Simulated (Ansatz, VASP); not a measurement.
**Two plane-wave programs on P**

```
P
1.0
    -1.46573    1.46573    1.46573
     1.46573   -1.46573    1.46573
     1.46573    1.46573   -1.46573
P
1
Direct
  0.00000 0.00000 0.00000
```

Alike in both runs: task single point; functional PBEsol; k mesh 16 × 16 × 16; occupations fermi-dirac, width 0.1 eV; no spin polarisation.

```csv
,VASP,Ansatz
version,VASP 6.6.1,Ansatz 0.2.0
potentials or method,"VASP PAW PBE potentials, release 64 (P), cutoff 520 eV","plane waves (420 eV) with PAW, scalar-relativistic"
valence electrons in the cell,5,5
```

Ansatz gave:

| Item | Value |
| --- | --- |
| pressure (GPa) | 10.5 |

Estimate VASP's values.

pressure (GPa): 10.6.

VASP's potentials were made for PBE, not for PBEsol, and Ansatz warns of the same on its side.
